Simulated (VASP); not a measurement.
# Nb (I4/mmm) in VASP: a series of runs

The runs below take Nb through single point, with PBE.

All numbers are computed with VASP 6.6.1; they aren't measurements. Logs are shortened: lines on timing, memory, paths and dates and some standing lists are left out, and cuts for length are marked.

## Step 1: The cell of the first run

It takes space group I4/mmm (No. 139, tetragonal). Conventional cell: a = 3.328 Å, b = 3.328 Å, c = 3.503 Å, α = 90.00°, β = 90.00°, γ = 90.00°. Within 3.9 Å of Nb (site symmetry 4/mmm) lie 14 Nb at 2.93 to 3.50 Å.

## Step 2: Single point, PBE (strain +0.0525 x Voigt [0, 1, 0, 0, 0, 0])

INCAR

```
  PREC = Accurate
  ENCUT = 520
  EDIFF = 1E-7
  ISMEAR = 0
  SIGMA = 0.15
  LREAL = F
  LASPH = T
  NELM = 80
  ALGO = Fast
  ISIF = 2
  LWAVE = F
  LCHARG = F
  GGA = PE
  NBANDS = 12
```

KPOINTS

```
Automatic mesh
0
Gamma
  20 20 20
```

POSCAR

```
Nb
1.0
   -1.6639500000      1.7513073750      1.6639500000
    1.6639500000     -1.7513073750      1.6639500000
    1.6639500000      1.7513073750     -1.6639500000
Nb
1
Direct
    0.0000000000      0.0000000000      0.0000000000
```

Potentials or basis: VASP PAW PBE potentials, release 64 (Nb_sv).

On the command line:

```sh
cat potpaw_PBE.64/Nb_sv/POTCAR > POTCAR
mpirun -np 1 vasp_std > vasp.out
```

OUTCAR:

```text
PREC = Accurate
   ENCUT = 520
   EDIFF = 1E-7
   ISMEAR = 0
   LREAL = F
   LASPH = T
   NELM = 80
   ISIF = 2
   GGA = PE

 ion  position               nearest neighbor table
   1  0.000  0.000  0.000-

  LATTYP: Found a body centered tetragonal cell.
 ALAT       =     3.3279000000
 C/A-ratio  =     1.0525000000

  Lattice vectors:

 A1 = (  -1.6639500000,  -1.7513073750,   1.6639500000)
 A2 = (   1.6639500000,  -1.7513073750,  -1.6639500000)
 A3 = (   1.6639500000,   1.7513073750,   1.6639500000)

Analysis of symmetry for initial positions (statically):
=====================================================================
 Subroutine PRICEL returns:
 Original cell was already a primitive cell.

 Routine SETGRP: Setting up the symmetry group for a
 body centered tetragonal supercell.

 Subroutine GETGRP returns: Found 16 space group operations
 (whereof 16 operations were pure point group operations)
 out of a pool of 16 trial point group operations.

The static configuration has the point symmetry D_4h.

Analysis of symmetry for dynamics (positions and initial velocities):
=====================================================================
 Subroutine PRICEL returns:
 Original cell was already a primitive cell.

 Routine SETGRP: Setting up the symmetry group for a
 body centered tetragonal supercell.

 Subroutine GETGRP returns: Found 16 space group operations
 (whereof 16 operations were pure point group operations)
 out of a pool of 16 trial point group operations.

The dynamic configuration has the point symmetry D_4h.

 Subroutine INISYM returns: Found 16 space group operations
 (whereof 16 operations are pure point group operations),
 and found     1 'primitive' translations

----------------------------------------------------------------------------------------

                                     Primitive cell

  volume of cell :      19.3956

  direct lattice vectors                    reciprocal lattice vectors
    -1.663950000  1.751307375  1.663950000     0.000000000  0.285500996  0.300489798
     1.663950000 -1.751307375  1.663950000     0.300489798  0.000000000  0.300489798
     1.663950000  1.751307375 -1.663950000     0.300489798  0.285500996  0.000000000

  length of vectors
     2.933349063  2.933349063  2.933349063     0.414493592  0.424956748  0.414493592

  position of ions in fractional coordinates (direct lattice)
     0.000000000  0.000000000  0.000000000

  ion indices of the primitive-cell ions
   primitive index   ion index
                 1           1

----------------------------------------------------------------------------------------

 KPOINTS: Automatic mesh

Automatic generation of k-mesh.
 Grid dimensions read from file:
 generate k-points for:   20   20   20

 Generating k-lattice:

  Cartesian coordinates                     Fractional coordinates (reciprocal lattice)
     0.000000000  0.014275050  0.015024490     0.050000000  0.000000000 -0.000000000
     0.015024490  0.000000000  0.015024490     0.000000000  0.050000000  0.000000000
     0.015024490  0.014275050  0.000000000    -0.000000000  0.000000000  0.050000000

  Length of vectors
     0.020724680  0.021247837  0.020724680

  Shift w.r.t. Gamma in fractional coordinates (k-lattice)
     0.000000000  0.000000000  0.000000000

 Subroutine IBZKPT returns following result:
 ===========================================

 Found    641 irreducible k-points:

 Following reciprocal coordinates:
            Coordinates               Weight
  0.000000  0.000000  0.000000      1.000000
  0.050000  0.000000 -0.000000      8.000000
  0.100000  0.000000  0.000000      8.000000
  0.150000  0.000000  0.000000      8.000000
  0.200000  0.000000  0.000000      8.000000
  0.250000  0.000000  0.000000      8.000000
[... 16 lines left out ...]
 -0.450000  0.050000  0.000000     16.000000
 -0.400000  0.050000  0.000000     16.000000
 [... further k-points ...]
   k-points           NKPTS =    641   k-points in BZ     NKDIM =    641   number of bands    NBANDS=     12
   number of dos      NEDOS =    301   number of ions     NIONS =      1
   total plane-waves  NPLWV =  13824
   dimension x,y,z NGX =    24 NGY =   24 NGZ =   24
   dimension x,y,z NGXF=    48 NGYF=   48 NGZF=   48
   ions per type =               1
   NGX,Y,Z   is equivalent  to a cutoff of  13.60, 13.60, 13.60 a.u.
   NGXF,Y,Z  is equivalent  to a cutoff of  27.20, 27.20, 27.20 a.u.
 SYSTEM =  unknown system
   PREC   = accura    normal or accurate (medium, high low for compatibility)
   ISTART =      0    job   : 0-new  1-cont  2-samecut
   ICHARG =      2    charge: 1-file 2-atom 10-const
   ISPIN  =      1    spin polarized calculation?
   LNONCOLLINEAR =      F non collinear calculations
   LSORBIT =      F    spin-orbit coupling
   LASPH  =      T    aspherical Exc in radial PAW
   ENCUT  =  520.0 eV  38.22 Ry    6.18 a.u.   5.45  5.45  5.45*2*pi/ulx,y,z
   NELM   =     80;   NELMIN=  2; NELMDL= -5     # of ELM steps
   EDIFF  = 0.1E-06   stopping-criterion for ELM
   LREAL  =      F    real-space projection
   EDIFFG = 0.1E-05   stopping-criterion for IOM
   NSW    =      0    number of steps for IOM
   IBRION =     -1    ionic relax: 0-MD 1-quasi-New 2-CG
   NFREE  =      0    steps in history (QN), initial steepest desc. (CG)
   ISIF   =      2    stress and relaxation
   ISYM   =      2    0-nonsym 1-usesym 2-fastsym
   POTIM  = 0.5000    time-step for ionic-motion
   TEBEG  =    0.0;   TEEND  =   0.0 temperature during run
   PSTRESS=    0.0 pullay stress
   NELECT =      13.0000    total number of electrons
   NUPDOWN=      -1.0000    fix difference up-down
   EMIN   =  10.00;   EMAX   =-10.00  energy-range for DOS
   EFERMI =   0.00;   METHOD = LEGACY
   ISMEAR =     0;   SIGMA  =   0.15  broadening in eV -4-tet -1-fermi 0-gaus
   EFERMI_NEDOS =   21; number of points for ismear=-14 and -15
   IALGO  =     68    algorithm
   IMIX   =      4    mixing-type and parameters
     AMIX     =   0.40;   BMIX     =  1.00
     AMIX_MAG =   1.60;   BMIX_MAG =  1.00
  volume/ion in A,a.u.               =      19.40       130.89
  Fermi-wavevector in a.u.,A,eV,Ry     =   1.432699  2.707409 27.927681  2.052627
  Thomas-Fermi vector in A             =   2.552298
   LORBIT       =      0    0 simple, 1 ext, 2 COOP (PROOUT), +10 PAW based schemes
   GGA     = PE    functional components
   LHFCALC =     F    Hartree Fock is set to
   AEXX    =    0.0000 exact exchange contribution
   IVDW    =     0    specifies the selected vdW correction
   LEPSILON=     F    determine dielectric tensor
   LRPA    =     F    only Hartree local field effects (RPA)
 non-spin polarized calculation
 RMM-DIIS sequential band-by-band and
 Gauss-broadening in eV      SIGMA  =   0.15
  energy-cutoff  :      520.00
  volume of cell :       19.40
 maximum number of plane-waves:       539
 NGX is ok and might be reduce to    24
   NGX = 11   NGY = 11   NGZ = 11

 number of electron      13.0000001 magnetization

 Free energy of the ion-electron system (eV)
  ---------------------------------------------------
  ext. energy  EPLUGINS =         0.00000000
  ---------------------------------------------------
  free energy    TOTEN  =       -10.17121017 eV

  energy without entropy =      -10.15205025  energy(sigma->0) =      -10.16163021

 E-fermi :  10.1909     XC(G=0): -12.1221

 val. band max:       10.1901985814   @ k =  -0.1500   0.5000   0.1500
 cond. band min:      10.1918561971   @ k =   0.2000   0.3000   0.1000
 fundamental gap:      0.0016576156
 Fermi energy:        10.1908595525

 k-point     1 :       0.0000    0.0000    0.0000
  band No.  band energies     occupation
      1     -44.2981      2.00000
      2     -19.7364      2.00000
      3     -19.7356      2.00000
      4     -19.7356      2.00000
      5       4.3828      2.00000
      6      10.4125      0.03669
      7      10.4125      0.03669
      8      10.9128      0.00000
      9      12.8733      0.00000
     10      13.5306      0.00000
     11      23.6553      0.00000
     12      24.4898      0.00000

 k-point     2 :       0.0500    0.0000   -0.0000
  band No.  band energies     occupation
      1     -44.2938      2.00000
      2     -19.7641      2.00000
      3     -19.7438      2.00000
      4     -19.7360      2.00000
      5       4.4768      2.00000
      6      10.4036      0.04493
      7      10.4268      0.02614
      8      10.9319      0.00000
      9      12.8143      0.00000
     10      13.4997      0.00000
     11      23.8081      0.00000
     12      24.6117      0.00000

 k-point     3 :       0.1000    0.0000    0.0000
  band No.  band energies     occupation
      1     -44.2813      2.00000
      2     -19.8452      2.00000
      3     -19.7675      2.00000
      4     -19.7359      2.00000
      5       4.7499      2.00000
      6      10.3635      0.10358
      7      10.3794      0.07548
      8      11.0869      0.00000
      9      12.6654      0.00000
     10      13.4391      0.00000
     11      24.1641      0.00000
     12      25.0149      0.00000
[... 286 lines left out ...]
 k-point    23 :      -0.4500    0.0500    0.0000
  band No.  band energies     occupation
      1     -44.1282      2.00000
      2     -20.7491      2.00000
      3     -20.0515      2.00000
      4     -19.7453      2.00000
      5       6.8662      2.00000
      6       9.0124      2.00000
      7      11.3261      0.00000
      8      12.8816      0.00000
      9      13.8207      0.00000
     10      15.5712      0.00000
     11      21.4318      0.00000
     12      22.1781      0.00000

 k-point    24 :      -0.4000    0.0500    0.0000
  band No.  band energies     occupation
      1     -44.1448      2.00000
      2     -20.6568      2.00000
      3     -20.0212      2.00000
      4     -19.7445      2.00000
      5       6.8825      2.00000
      6       9.1451      2.00000
      7      10.7263      0.00000
      8      12.8653      0.00000
      9      13.6405      0.00000
     10      14.8801      0.00000
     11      22.0829      0.00000
     12      22.9201      0.00000

 [... further k-points ...]

------------------------ aborting loop because EDIFF is reached ----------------------------------------

  FORCE on cell =-STRESS in cart. coord.  units (eV):
  Direction    XX          YY          ZZ          XY          YZ          ZX
  --------------------------------------------------------------------------------------
  -------------------------------------------------------------------------------------
  Total       -1.0308922     -1.6179160     -1.0308922      0.0000000     -0.0000000      0.0000000
  in kB      -85.1571146   -133.6483639    -85.1571146      0.0000000     -0.0000000      0.0000000
  external PRESSURE =    -101.3208644 kB  Pullay stress =       0.0000000 kB

 VOLUME and BASIS-vectors are now :
 -----------------------------------------------------------------------------
  energy-cutoff  :      520.00
  volume of cell :       19.40
      direct lattice vectors                 reciprocal lattice vectors
    -1.663950000  1.751307375  1.663950000     0.000000000  0.285500996  0.300489798
     1.663950000 -1.751307375  1.663950000     0.300489798  0.000000000  0.300489798
     1.663950000  1.751307375 -1.663950000     0.300489798  0.285500996  0.000000000

 POSITION                                       TOTAL-FORCE (eV/Angst)
 -----------------------------------------------------------------------------------
      0.00000      0.00000      0.00000        -0.000000     -0.000000      0.000000
 -----------------------------------------------------------------------------------
    total drift:                                0.000000      0.000000      0.000000

  FREE ENERGIE OF THE ION-ELECTRON SYSTEM (eV)
  ---------------------------------------------------
  free  energy   TOTEN  =       -10.1712101748 eV

  energy  without entropy=      -10.1520502489  energy(sigma->0) =      -10.16163021
```

Wall time 2.8 min (1 thread of Intel Xeon Platinum 8488C (Sapphire Rapids), shared host); peak memory 0.26 GiB.

What came out:

```
Free energy            : -10.1712 eV
Pressure               : -10.1 GPa
Band gap on the k mesh : zero (an odd number of electrons rules out a gap without spin polarisation)
```

Stress tensor (GPa, compression positive):
```
 -8.52   0.00   0.00
  0.00 -13.36   0.00
  0.00   0.00  -8.52
```

Levels at points of the mesh, in eV from the Fermi level:
| k point | band 2 | band 3 | band 4 | band 5 | band 6 | band 7 | band 8 | band 9 | band 10 | band 11 |
| --- | --- | --- | --- | --- | --- | --- | --- | --- | --- | --- |
| (0.00, 0.00, 0.00) | -29.93 | -29.93 | -29.93 | -5.81 | 0.22 | 0.22 | 0.72 | 2.68 | 3.34 | 13.46 |
| (0.50, 0.00, 0.00) | -31.00 | -30.25 | -29.93 | -3.43 | -1.27 | 1.83 | 2.67 | 3.69 | 5.71 | 10.79 |
| (0.00, 0.50, 0.00) | -30.99 | -30.30 | -29.97 | -3.46 | -1.81 | 2.17 | 3.46 | 3.87 | 5.84 | 11.20 |
| (0.50, 0.50, 0.50) | -30.74 | -30.63 | -30.63 | -3.39 | -3.26 | 4.99 | 5.15 | 5.15 | 7.67 | 8.86 |

Caveat: the cell differs from its parent crystal (strain +0.0525 x Voigt [0, 1, 0, 0, 0, 0]); the cell stands under tension.

## Step 3: Single point, PBE (strain +0.0600 x Voigt [0, 1, 0, 0, 0, 0])

INCAR

```
PREC = Accurate ; ENCUT = 520
EDIFF = 1E-6 ; ISMEAR = 0
SIGMA = 0.15 ; LREAL = False
LASPH = True ; NELM = 80
ALGO = Fast ; ISIF = 2
LWAVE = False ; LCHARG = False
GGA = PE ; NBANDS = 12
```

KPOINTS is that of step 2.

POSCAR

```
Nb
1.0
   -1.6639500000      1.7637870000      1.6639500000
    1.6639500000     -1.7637870000      1.6639500000
    1.6639500000      1.7637870000     -1.6639500000
Nb
1
Direct
    0.0000000000      0.0000000000      0.0000000000
```

Potentials or basis: VASP PAW PBE potentials, release 64 (Nb_sv).

On the command line:

```sh
cat potpaw_PBE.64/Nb_sv/POTCAR > POTCAR
mpirun -np 1 vasp_std > vasp.out
```

OUTCAR:

```text
PREC = Accurate
   ENCUT = 520
   EDIFF = 1E-6
   ISMEAR = 0
   LREAL = False
   LASPH = True
   NELM = 80
   ISIF = 2
   GGA = PE

 ion  position               nearest neighbor table
   1  0.000  0.000  0.000-

  LATTYP: Found a body centered tetragonal cell.
 ALAT       =     3.3279000000
 C/A-ratio  =     1.0600000000

  Lattice vectors:

 A1 = (  -1.6639500000,  -1.7637870000,   1.6639500000)
 A2 = (   1.6639500000,  -1.7637870000,  -1.6639500000)
 A3 = (   1.6639500000,   1.7637870000,   1.6639500000)
[... 540 lines left out ...]
     12      22.7923      0.00000

 [... further k-points ...]

------------------------ aborting loop because EDIFF is reached ----------------------------------------

  FORCE on cell =-STRESS in cart. coord.  units (eV):
  Direction    XX          YY          ZZ          XY          YZ          ZX
  --------------------------------------------------------------------------------------
  -------------------------------------------------------------------------------------
  Total       -1.1215842     -1.7798488     -1.1215842      0.0000000     -0.0000000      0.0000000
  in kB      -91.9932159   -145.9845915    -91.9932159      0.0000000     -0.0000000      0.0000000
  external PRESSURE =    -109.9903411 kB  Pullay stress =       0.0000000 kB

 VOLUME and BASIS-vectors are now :
 -----------------------------------------------------------------------------
  energy-cutoff  :      520.00
  volume of cell :       19.53
      direct lattice vectors                 reciprocal lattice vectors
    -1.663950000  1.763787000  1.663950000     0.000000000  0.283480942  0.300489798
     1.663950000 -1.763787000  1.663950000     0.300489798  0.000000000  0.300489798
     1.663950000  1.763787000 -1.663950000     0.300489798  0.283480942  0.000000000

 POSITION                                       TOTAL-FORCE (eV/Angst)
 -----------------------------------------------------------------------------------
      0.00000      0.00000      0.00000         0.000000      0.000000      0.000000
 -----------------------------------------------------------------------------------
    total drift:                                0.000000      0.000000     -0.000000

  FREE ENERGIE OF THE ION-ELECTRON SYSTEM (eV)
  ---------------------------------------------------
  free  energy   TOTEN  =       -10.1592296272 eV

  energy  without entropy=      -10.1399143555  energy(sigma->0) =      -10.14957199
```

Run time: 2 min. Hardware: 1 thread of Intel Xeon Platinum 8488C (Sapphire Rapids), shared host; peak memory 0.26 GiB.

What came out:

| Property | Result |
| --- | --- |
| Free energy | -10.1592 eV |
| Pressure | -11.0 GPa |
| Band gap on the k mesh | zero (an odd number of electrons rules out a gap without spin polarisation) |

Stress tensor (GPa, compression positive):
```
 -9.20   0.00   0.00
  0.00 -14.60   0.00
  0.00   0.00  -9.20
```

Caveat: the cell differs from its parent crystal (strain +0.0600 x Voigt [0, 1, 0, 0, 0, 0]); the cell stands under tension.
